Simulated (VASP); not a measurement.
# Si (I4/mmm) in VASP: notebook

The runs below take Si through relaxation of shape and atoms at fixed volume, with LDA.

Program: VASP 6.6.1. These are calculated values, not measurements. Logs are shortened: lines on timing, memory, paths and dates and some standing lists are left out, and cuts for length are marked.

### Step 1. The cell of the first run

The structure is tetragonal, space group I4/mmm (No. 139). The conventional cell has a = 6.306 Å, b = 6.306 Å, c = 3.682 Å, α = 90.00°, β = 90.00°, γ = 90.00°. Within 2.9 Å of Si (site symmetry m2m) lie 4 Si at 2.23 to 2.27 Å.

### Step 2. Relaxation of shape and atoms at fixed volume, LDA (18.30 Å³/atom)

INCAR

```
ALGO = Normal
EDIFF = 1E-6
EDIFFG = -0.01
ENCUT = 600
IBRION = 2
ISIF = 4
ISMEAR = 0
LASPH = T
LCHARG = F
LREAL = F
LWAVE = F
NELM = 100
NSW = 50
PREC = Accurate
SIGMA = 0.01
```

KPOINTS

```
k-points
0
Gamma
  10 10 10
```

POSCAR

```
Si
1.0
   -3.1531007034      3.1531007034      1.8409034001
    3.1531007034     -3.1531007034      1.8409034001
    3.1531007034      3.1531007034     -1.8409034001
Si
4
Direct
    0.1797251188      0.1797251188      0.3594502376
    0.8202748812      0.8202748812      0.6405497624
    0.1797251188      0.8202748812      0.0000000000
    0.8202748812      0.1797251188      0.0000000000
```

Potentials or basis: VASP PAW LDA potentials, release 64 (Si).

Started as:

```
$ cat potpaw_LDA.64/Si/POTCAR > POTCAR
$ mpirun -np 1 vasp_std > vasp.out
```

OUTCAR:

```text
EDIFF = 1E-6
   EDIFFG = -0.01
   ENCUT = 600
   IBRION = 2
   ISIF = 4
   ISMEAR = 0
   LASPH = T
   LREAL = F
   NELM = 100
   NSW = 50
   PREC = Accurate

 ion  position               nearest neighbor table
   1  0.180  0.180  0.359-   2 2.23   2 2.23   3 2.27   4 2.27
   2  0.820  0.820  0.641-   1 2.23   1 2.23   4 2.27   3 2.27
   3  0.180  0.820  0.000-   4 2.23   4 2.23   2 2.27   1 2.27
   4  0.820  0.180  0.000-   3 2.23   3 2.23   2 2.27   1 2.27

  LATTYP: Found a body centered tetragonal cell.
 ALAT       =     6.3062014068
 C/A-ratio  =     0.5838390756

  Lattice vectors:

 A1 = (  -3.1531007034,   3.1531007034,   1.8409034001)
 A2 = (   3.1531007034,  -3.1531007034,   1.8409034001)
 A3 = (   3.1531007034,   3.1531007034,  -1.8409034001)

Analysis of symmetry for initial positions (statically):
=====================================================================
 Subroutine PRICEL returns:
 Original cell was already a primitive cell.

 Routine SETGRP: Setting up the symmetry group for a
 body centered tetragonal supercell.

 Subroutine GETGRP returns: Found 16 space group operations
 (whereof 16 operations were pure point group operations)
 out of a pool of 16 trial point group operations.

The static configuration has the point symmetry D_4h.

Analysis of symmetry for dynamics (positions and initial velocities):
=====================================================================
 Subroutine PRICEL returns:
 Original cell was already a primitive cell.

 Routine SETGRP: Setting up the symmetry group for a
 body centered tetragonal supercell.

 Subroutine GETGRP returns: Found 16 space group operations
 (whereof 16 operations were pure point group operations)
 out of a pool of 16 trial point group operations.

The dynamic configuration has the point symmetry D_4h.

 Subroutine INISYM returns: Found 16 space group operations
 (whereof 16 operations are pure point group operations),
 and found     1 'primitive' translations

----------------------------------------------------------------------------------------

                                     Primitive cell

  volume of cell :      73.2094

  direct lattice vectors                    reciprocal lattice vectors
    -3.153100703  3.153100703  1.840903400     0.000000000  0.158574066  0.271605778
     3.153100703 -3.153100703  1.840903400     0.158574066  0.000000000  0.271605778
[... 109 lines left out ...]
     AMIX_MAG =   1.60;   BMIX_MAG =  1.00
  volume/ion in A,a.u.               =      18.30       123.51
  Fermi-wavevector in a.u.,A,eV,Ry     =   0.986111  1.863480 13.230516  0.972415
  Thomas-Fermi vector in A             =   2.117468
   LORBIT       =      0    0 simple, 1 ext, 2 COOP (PROOUT), +10 PAW based schemes
   GGA     = CA    functional components
   LHFCALC =     F    Hartree Fock is set to
   AEXX    =    0.0000 exact exchange contribution
   IVDW    =     0    specifies the selected vdW correction
   LEPSILON=     F    determine dielectric tensor
   LRPA    =     F    only Hartree local field effects (RPA)
 conjugate gradient relaxation of ions
 non-spin polarized calculation
 Gauss-broadening in eV      SIGMA  =   0.01
  energy-cutoff  :      600.00
  volume of cell :       73.21
 maximum number of plane-waves:      2479
   NGX = 19   NGY = 19   NGZ = 19

--------------------------------------- Ionic step        1  -------------------------------------------

 number of electron      16.0000000 magnetization

 Free energy of the ion-electron system (eV)
  ---------------------------------------------------
  ext. energy  EPLUGINS =         0.00000000
  ---------------------------------------------------
  free energy    TOTEN  =       -22.96900890 eV

  energy without entropy =      -22.96897295  energy(sigma->0) =      -22.96899093

------------------------ aborting loop because EDIFF is reached ----------------------------------------

  FORCE on cell =-STRESS in cart. coord.  units (eV):
  Direction    XX          YY          ZZ          XY          YZ          ZX
  --------------------------------------------------------------------------------------
  -------------------------------------------------------------------------------------
  Total        6.6722856      6.6722856      6.8189033      0.0000000      0.0000000     -0.0000000
  in kB      146.0220828    146.0220828    149.2307904      0.0000000      0.0000000     -0.0000000
  external PRESSURE =     147.0916520 kB  Pullay stress =       0.0000000 kB
[... 101 lines left out ...]
--------------------------------------- Ionic step        4  -------------------------------------------

 number of electron      16.0000000 magnetization

 Free energy of the ion-electron system (eV)
  ---------------------------------------------------
  ext. energy  EPLUGINS =         0.00000000
  ---------------------------------------------------
  free energy    TOTEN  =       -22.96978251 eV

  energy without entropy =      -22.96974633  energy(sigma->0) =      -22.96976442

 E-fermi :   6.8559     XC(G=0):  -9.8762

 val. band max:        6.8511734636   @ k =  -0.1000  -0.2000   0.1000
 cond. band min:       6.8743494654   @ k =   0.5000   0.5000   0.5000
 fundamental gap:      0.0231760018
 Fermi energy:         6.8559300531

 k-point     1 :       0.0000    0.0000    0.0000
  band No.  band energies     occupation
      1      -6.1551      2.00000
      2      -1.1960      2.00000
      3       1.0283      2.00000
      4       1.0283      2.00000
      5       2.6689      2.00000
      6       5.1534      2.00000
      7       5.1534      2.00000
      8       6.3431      2.00000
      9       8.1326      0.00000
     10       8.8339      0.00000
     11       8.8339      0.00000
     12       9.0954      0.00000
[... 331 lines left out ...]
 k-point    24 :       0.4000    0.3000    0.0000
  band No.  band energies     occupation
      1      -4.2239      2.00000
      2      -2.9265      2.00000
      3      -0.6453      2.00000
      4       1.5686      2.00000
      5       2.1108      2.00000
      6       3.4659      2.00000
      7       4.7062      2.00000
      8       5.4562      2.00000
      9       8.3544      0.00000
     10       8.7612      0.00000
     11       9.8478      0.00000
     12      10.7396      0.00000

 [... further k-points ...]

------------------------ aborting loop because EDIFF is reached ----------------------------------------

  FORCE on cell =-STRESS in cart. coord.  units (eV):
  Direction    XX          YY          ZZ          XY          YZ          ZX
  --------------------------------------------------------------------------------------
  -------------------------------------------------------------------------------------
  Total        6.6705394      6.6705394      6.6825525      0.0000000      0.0000000     -0.0000000
  in kB      145.9838661    145.9838661    146.2467721      0.0000000      0.0000000     -0.0000000
  external PRESSURE =     146.0715014 kB  Pullay stress =       0.0000000 kB
[... 19 lines left out ...]
  FREE ENERGIE OF THE ION-ELECTRON SYSTEM (eV)
  ---------------------------------------------------
  free  energy   TOTEN  =       -22.9697825136 eV

  energy  without entropy=      -22.9697463279  energy(sigma->0) =      -22.96976442

 reached required accuracy - stopping structural energy minimisation
```

OSZICAR:

```text
N       E                     dE             d eps       ncg     rms          rms(c)
DAV:   1     0.364114569727E+02    0.36411E+02   -0.68607E+03  2448   0.124E+03
DAV:   2    -0.210392615123E+02   -0.57451E+02   -0.52867E+02  3364   0.154E+02
DAV:   3    -0.237660673404E+02   -0.27268E+01   -0.26532E+01  3192   0.323E+01
DAV:   4    -0.238151208786E+02   -0.49054E-01   -0.48953E-01  3024   0.530E+00
[... 22 lines left out ...]
DAV:   1    -0.229701201773E+02   -0.62297E-03   -0.95412E-03  2720   0.608E-01    0.867E-02
DAV:   2    -0.229698785660E+02    0.24161E-03   -0.63630E-04  2988   0.191E-01    0.374E-02
DAV:   3    -0.229697845601E+02    0.94006E-04   -0.26076E-04  2924   0.103E-01    0.128E-02
DAV:   4    -0.229697829106E+02    0.16494E-05   -0.41723E-05  2956   0.435E-02    0.580E-03
DAV:   5    -0.229697825136E+02    0.39698E-06   -0.25177E-06  2468   0.108E-02
   4 F= -.22969783E+02 E0= -.22969764E+02  d E =-.285309E-03
```

Run time: 2.8 min. Hardware: 1 thread of Intel Xeon Platinum 8259CL at 2.50GHz (Skylake/Cascade Lake), shared host; peak memory 0.24 GiB.

Results:

```
Free energy               : -22.9698 eV
Energy gained by relaxing : 0.2 meV/atom
Ionic steps               : 4
Pressure after relaxing   : 14.6 GPa
Band gap on the k mesh    : zero (bands 8 and 9 overlap by 0.25 eV)
```

The path:
```csv
step,energy change (eV),largest force (eV/Å),pressure (GPa),volume (Å³)
1,0.0000,0.0653,14.71,73.21
2,-0.0005,0.0291,14.65,73.21
3,-0.0005,0.0275,14.65,73.21
4,-0.0008,0.0010,14.61,73.21
```

Final structure:
```
Si
1.0
    -3.14788    3.14788    1.84701
     3.14788   -3.14788    1.84701
     3.14788    3.14788   -1.84701
Si
4
Direct
  0.18017 0.18017 0.36034
  0.81983 0.81983 0.63966
  0.18017 0.81983 0.00000
  0.81983 0.18017 0.00000
```

Caveat: semilocal functionals underestimate gaps, and a narrow one can read as zero.

### Step 3. Relaxation of shape and atoms at fixed volume, LDA (18.93 Å³/atom)

This run uses another cell than the first one, of 18.93 Å³/atom.

INCAR

```
SYSTEM = Si
ALGO = Normal
EDIFF = 1E-6
EDIFFG = -0.01
ENCUT = 600
GGA = CA
IBRION = 2
ISIF = 4
ISMEAR = 0
LASPH = .TRUE.
LCHARG = .FALSE.
LREAL = .FALSE.
LWAVE = .FALSE.
NELM = 60
NSW = 50
PREC = Accurate
SIGMA = 0.01
```

KPOINTS

```
k-points
0
G
  10 10 10
  0 0 0
```

POSCAR

```
Si
1.0
   -3.1931671506      3.1931671506      1.8561885833
    3.1931671506     -3.1931671506      1.8561885833
    3.1931671506      3.1931671506     -1.8561885833
Si
4
Direct
    0.1793732577      0.1793732577      0.3587465154
    0.8206267423      0.8206267423      0.6412534846
    0.1793732577      0.8206267423      0.0000000000
    0.8206267423      0.1793732577      0.0000000000
```

Potentials or basis: VASP PAW LDA potentials, release 64 (Si).

Started as:

```
$ cat potpaw_LDA.64/Si/POTCAR > POTCAR
$ mpirun -np 1 vasp_std > vasp.out
```

Wall time 3.5 min (1 thread of Intel Xeon Platinum 8259CL at 2.50GHz (Skylake/Cascade Lake), shared host); peak memory 0.24 GiB.

The run converged. Its results:

| Quantity | Value |
| --- | --- |
| Free energy | -23.1613 eV |
| Energy gained by relaxing | 0.1 meV/atom |
| Ionic steps | 5 |
| Pressure after relaxing | 10.1 GPa |
| Band gap on the k mesh | zero (bands 8 and 9 overlap by 0.12 eV) |

The path:
```
step  energy change (eV)  largest force (eV/Å)  pressure (GPa)  volume (Å³)
   1              0.0000                0.0517           10.16        75.71
   2             -0.0004                0.0119           10.12        75.71
   3             -0.0004                0.0253           10.11        75.71
   4             -0.0005                0.0120           10.08        75.71
   5             -0.0006                0.0005           10.09        75.71
```

Final structure:
```cif
data_structure
_symmetry_space_group_name_H-M 'P 1'
_symmetry_Int_Tables_number 1
_cell_length_a 4.8784
_cell_length_b 4.8784
_cell_length_c 4.8784
_cell_angle_alpha 98.373
_cell_angle_beta 98.373
_cell_angle_gamma 135.136
_cell_volume 75.71
loop_
_atom_site_label
_atom_site_type_symbol
_atom_site_fract_x
_atom_site_fract_y
_atom_site_fract_z
_atom_site_occupancy
Si1 Si 0.17974 0.17974 0.35948 1
Si2 Si 0.82026 0.82026 0.64052 1
Si3 Si 0.17974 0.82026 0.00000 1
Si4 Si 0.82026 0.17974 0.00000 1
```

Levels at points of the mesh, in eV from the Fermi level:
```
           k point  band 5  band 6  band 7  band 8  band 9  band 10  band 11  band 12
(0.00, 0.00, 0.00)   -4.16   -1.70   -1.70   -0.59    1.25     1.81     1.81     2.19
(0.50, 0.00, 0.00)   -4.84   -3.89   -2.66   -1.49    0.57     2.50     2.99     3.49
(0.50, 0.50, 0.00)   -3.17   -2.29   -2.12   -1.87    1.49     1.72     1.98     4.29
(0.50, 0.50, 0.50)   -3.33   -0.28    0.05    0.11    0.11     3.72     3.99     4.58
```

Caveat: semilocal functionals underestimate gaps, and a narrow one can read as zero.

(Part 1 of 2 ends here.)

The gap in the log of VASP goes by the Fermi energy; the results here count the filled bands.